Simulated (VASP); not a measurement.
# ZnS (P6_3mc) in VASP: a series of runs, part 2 of 4

VASP 6.6.1. Earlier steps stand in the parts before.

## Step 3: Single point, PBE

The input, INCAR:

```
SYSTEM = ZnS
  PREC = Accurate
  ENCUT = 520
  EDIFF = 1E-6
  ISMEAR = 0
  SIGMA = 0.02
  LREAL = .FALSE.
  LASPH = .TRUE.
  NELM = 100
  ALGO = Normal
  ISIF = 2
  LWAVE = .FALSE.
  LCHARG = .FALSE.
  GGA = PE
  NBANDS = 26
```

The input, KPOINTS:

```
regular mesh
0
G
  12 12 6
  0 0 0
```

The input, POSCAR:

```
ZnS
1.0
    3.4455764174      0.0000000000      0.0000000000
   -1.7227882087      2.9839567082      0.0000000000
    0.0000000000      0.0000000000      5.8163455784
Zn S
2 2
Direct
    0.3333333333      0.6666666667      0.0047888999
    0.6666666667      0.3333333333      0.5047888999
    0.3333333333      0.6666666667      0.3702111001
    0.6666666667      0.3333333333      0.8702111001
```

Potentials or basis: VASP PAW PBE potentials, release 64 (Zn, S).

The run is started by

```console
> cat potpaw_PBE.64/Zn/POTCAR potpaw_PBE.64/S/POTCAR > POTCAR
> mpirun -np 1 vasp_std > vasp.out
```

OUTCAR:

```text
SYSTEM = ZnS
   PREC = Accurate
   ENCUT = 520
   EDIFF = 1E-6
   ISMEAR = 0
   LREAL = .FALSE.
   LASPH = .TRUE.
   NELM = 100
   ISIF = 2
   GGA = PE

 ion  position               nearest neighbor table
   1  0.333  0.667  0.005-   3 2.13   4 2.14   4 2.14   4 2.14
   2  0.667  0.333  0.505-   4 2.13   3 2.14   3 2.14   3 2.14
   3  0.333  0.667  0.370-   1 2.13   2 2.14   2 2.14   2 2.14
   4  0.667  0.333  0.870-   2 2.13   1 2.14   1 2.14   1 2.14

  LATTYP: Found a hexagonal cell.
 ALAT       =     3.4455764174
 C/A-ratio  =     1.6880616982

  Lattice vectors:

 A1 = (   3.4455764174,   0.0000000000,   0.0000000000)
 A2 = (  -1.7227882087,   2.9839567082,   0.0000000000)
 A3 = (   0.0000000000,   0.0000000000,   5.8163455784)

Analysis of symmetry for initial positions (statically):
=====================================================================
 Subroutine PRICEL returns:
 Original cell was already a primitive cell.

 Routine SETGRP: Setting up the symmetry group for a
 hexagonal supercell.

 Subroutine GETGRP returns: Found 12 space group operations
 (whereof  6 operations were pure point group operations)
 out of a pool of 24 trial point group operations.

The static configuration has the point symmetry C_3v.
 The point group associated with its full space group is C_6v.

Analysis of symmetry for dynamics (positions and initial velocities):
=====================================================================
 Subroutine PRICEL returns:
 Original cell was already a primitive cell.

 Routine SETGRP: Setting up the symmetry group for a
 hexagonal supercell.

 Subroutine GETGRP returns: Found 12 space group operations
 (whereof  6 operations were pure point group operations)
 out of a pool of 24 trial point group operations.

The dynamic configuration has the point symmetry C_3v.
 The point group associated with its full space group is C_6v.

 Subroutine INISYM returns: Found 12 space group operations
 (whereof  6 operations are pure point group operations),
 and found     1 'primitive' translations

----------------------------------------------------------------------------------------

                                     Primitive cell

  volume of cell :      59.8005

  direct lattice vectors                    reciprocal lattice vectors
     3.445576417  0.000000000  0.000000000     0.290227201  0.167562753  0.000000000
    -1.722788209  2.983956708  0.000000000     0.000000000  0.335125505  0.000000000
     0.000000000  0.000000000  5.816345578     0.000000000  0.000000000  0.171929262

  length of vectors
     3.445576417  3.445576417  5.816345578     0.335125505  0.335125505  0.171929262

  position of ions in fractional coordinates (direct lattice)
     0.333333333  0.666666667  0.004788900
     0.666666667  0.333333333  0.504788900
     0.333333333  0.666666667  0.370211100
     0.666666667  0.333333333  0.870211100

  ion indices of the primitive-cell ions
   primitive index   ion index
                 1           1
                 2           2
                 3           3
                 4           4

----------------------------------------------------------------------------------------

 KPOINTS: regular mesh

Automatic generation of k-mesh.
 Grid dimensions read from file:
 generate k-points for:   12   12    6

 Generating k-lattice:

  Cartesian coordinates                     Fractional coordinates (reciprocal lattice)
     0.024185600  0.013963563  0.000000000     0.083333333  0.000000000  0.000000000
     0.000000000  0.027927125  0.000000000     0.000000000  0.083333333  0.000000000
     0.000000000  0.000000000  0.028654877     0.000000000  0.000000000  0.166666667

  Length of vectors
     0.027927125  0.027927125  0.028654877

  Shift w.r.t. Gamma in fractional coordinates (k-lattice)
     0.000000000  0.000000000  0.000000000

 Subroutine IBZKPT returns following result:
 ===========================================

 Found     76 irreducible k-points:

 Following reciprocal coordinates:
            Coordinates               Weight
  0.000000  0.000000  0.000000      1.000000
  0.083333 -0.000000  0.000000      6.000000
  0.166667  0.000000  0.000000      6.000000
  0.250000  0.000000  0.000000      6.000000
  0.333333  0.000000  0.000000      6.000000
  0.416667  0.000000  0.000000      6.000000
[... 16 lines left out ...]
  0.250000  0.000000  0.166667     12.000000
  0.333333  0.000000  0.166667     12.000000
 [... further k-points ...]
   k-points           NKPTS =     76   k-points in BZ     NKDIM =     76   number of bands    NBANDS=     26
   number of dos      NEDOS =    301   number of ions     NIONS =      4
   total plane-waves  NPLWV =  37632
   dimension x,y,z NGX =    28 NGY =   28 NGZ =   48
   dimension x,y,z NGXF=    56 NGYF=   56 NGZF=   96
   ions per type =               2   2
   NGX,Y,Z   is equivalent  to a cutoff of  13.51, 13.51, 13.72 a.u.
   NGXF,Y,Z  is equivalent  to a cutoff of  27.02, 27.02, 27.44 a.u.
 SYSTEM =  ZnS
   PREC   = accura    normal or accurate (medium, high low for compatibility)
   ISTART =      0    job   : 0-new  1-cont  2-samecut
   ICHARG =      2    charge: 1-file 2-atom 10-const
   ISPIN  =      1    spin polarized calculation?
   LNONCOLLINEAR =      F non collinear calculations
   LSORBIT =      F    spin-orbit coupling
   LASPH  =      T    aspherical Exc in radial PAW
   ENCUT  =  520.0 eV  38.22 Ry    6.18 a.u.   6.41  6.41 10.81*2*pi/ulx,y,z
   NELM   =    100;   NELMIN=  2; NELMDL= -5     # of ELM steps
   EDIFF  = 0.1E-05   stopping-criterion for ELM
   LREAL  =      F    real-space projection
[... 7 lines left out ...]
   TEBEG  =    0.0;   TEEND  =   0.0 temperature during run
   PSTRESS=    0.0 pullay stress
   NELECT =      36.0000    total number of electrons
   NUPDOWN=      -1.0000    fix difference up-down
   EMIN   =  10.00;   EMAX   =-10.00  energy-range for DOS
   EFERMI =   0.00;   METHOD = LEGACY
   ISMEAR =     0;   SIGMA  =   0.02  broadening in eV -4-tet -1-fermi 0-gaus
   EFERMI_NEDOS =   21; number of points for ismear=-14 and -15
   IALGO  =     38    algorithm
   IMIX   =      4    mixing-type and parameters
     AMIX     =   0.40;   BMIX     =  1.00
     AMIX_MAG =   1.60;   BMIX_MAG =  1.00
  volume/ion in A,a.u.               =      14.95       100.89
  Fermi-wavevector in a.u.,A,eV,Ry     =   1.382316  2.612199 25.997994  1.910799
  Thomas-Fermi vector in A             =   2.507019
   LORBIT       =      0    0 simple, 1 ext, 2 COOP (PROOUT), +10 PAW based schemes
   GGA     = PE    functional components
   LHFCALC =     F    Hartree Fock is set to
   AEXX    =    0.0000 exact exchange contribution
   IVDW    =     0    specifies the selected vdW correction
   LEPSILON=     F    determine dielectric tensor
   LRPA    =     F    only Hartree local field effects (RPA)
 non-spin polarized calculation
 Gauss-broadening in eV      SIGMA  =   0.02
  energy-cutoff  :      520.00
  volume of cell :       59.80
 maximum number of plane-waves:      1635
 NGX is ok and might be reduce to    28
   NGX = 13   NGY = 13   NGZ = 21

 number of electron      36.0000018 magnetization

 Free energy of the ion-electron system (eV)
  ---------------------------------------------------
  ext. energy  EPLUGINS =         0.00000000
  ---------------------------------------------------
  free energy    TOTEN  =       -11.65763986 eV

  energy without entropy =      -11.65763986  energy(sigma->0) =      -11.65763986

 E-fermi :   5.3866     XC(G=0): -11.0009

 val. band max:        5.2532441730   @ k =   0.0000   0.0000   0.0000
 cond. band min:       8.1706628181   @ k =   0.3333   0.3333   0.0000
 fundamental gap:      2.9174186452
 Fermi energy:         5.3866185774

 k-point     1 :       0.0000    0.0000    0.0000
  band No.  band energies     occupation
      1     -10.3440      2.00000
      2      -8.8771      2.00000
      3      -2.7939      2.00000
      4      -2.6724      2.00000
      5      -2.6724      2.00000
      6      -2.5281      2.00000
[... 18 lines left out ...]
     25      12.9709      0.00000
     26      15.2594      0.00000
[... 644 lines left out ...]
      4      -2.7134      2.00000
      5      -2.5445      2.00000
      6      -2.4137      2.00000
[... 18 lines left out ...]
     25      14.9525      0.00000
     26      16.1715      0.00000

 [... further k-points ...]

------------------------ aborting loop because EDIFF is reached ----------------------------------------

  FORCE on cell =-STRESS in cart. coord.  units (eV):
  Direction    XX          YY          ZZ          XY          YZ          ZX
  --------------------------------------------------------------------------------------
  -------------------------------------------------------------------------------------
  Total       15.0488662     15.0488662     15.0657056      0.0000000      0.0000000      0.0000000
  in kB      403.1900043    403.1900044    403.6411673      0.0000000      0.0000000      0.0000000
  external PRESSURE =     403.3403920 kB  Pullay stress =       0.0000000 kB

 VOLUME and BASIS-vectors are now :
 -----------------------------------------------------------------------------
  energy-cutoff  :      520.00
  volume of cell :       59.80
      direct lattice vectors                 reciprocal lattice vectors
     3.445576417  0.000000000  0.000000000     0.290227201  0.167562753  0.000000000
    -1.722788209  2.983956708  0.000000000     0.000000000  0.335125505  0.000000000
     0.000000000  0.000000000  5.816345578     0.000000000  0.000000000  0.171929262

 POSITION                                       TOTAL-FORCE (eV/Angst)
 -----------------------------------------------------------------------------------
     -0.00000      1.98930      0.02785         0.000000     -0.000000      0.000968
      1.72279      0.99465      2.93603        -0.000000      0.000000      0.000968
     -0.00000      1.98930      2.15328         0.000000     -0.000000     -0.000968
      1.72279      0.99465      5.06145        -0.000000      0.000000     -0.000968
 -----------------------------------------------------------------------------------
    total drift:                               -0.000000     -0.000000      0.000662

  FREE ENERGIE OF THE ION-ELECTRON SYSTEM (eV)
  ---------------------------------------------------
  free  energy   TOTEN  =       -11.6576398570 eV

  energy  without entropy=      -11.6576398570  energy(sigma->0) =      -11.65763986
```

stdout:

```text
POSCAR found type information on POSCAR ZnS
 POSCAR found :  2 types and       4 ions
 scaLAPACK will be used
 LDA part: xc-table for (Slater+PW92), standard interpolation
 POSCAR, INCAR and KPOINTS ok, starting setup
 FFT: planning ... GRIDC
 FFT: planning ... GRID_SOFT
 FFT: planning ... GRID
 WAVECAR not read
 entering main loop
```

It took 57 s on 1 thread of AMD EPYC 9R45 (Zen 5), shared host; peak memory 0.21 GiB.

What came out:

- Free energy: -11.6576 eV
- Pressure: 40.3 GPa
- Band gap on the k mesh: 2.92 eV (least direct gap 3.34 eV)

Levels at points of the mesh, in eV from the valence-band top:
```tsv
k point	band 15	band 16	band 17	band 18	band 19	band 20	band 21	band 22
(0.00, 0.00, 0.00)	-1.33	-0.35	0.00	0.00	3.34	3.79	5.88	6.06
(0.50, 0.00, 0.00)	-4.86	-3.34	-2.83	-1.32	3.31	4.50	4.71	6.42
(0.00, 0.00, 0.50)	-0.71	-0.71	-0.71	-0.71	4.33	4.33	6.59	6.59
(0.50, 0.00, 0.50)	-2.66	-2.66	-2.42	-2.42	3.23	3.23	4.81	4.81
```

Caveat: the cell stands under pressure. A k mesh can miss the band edges.

[end of part 2 of 4]
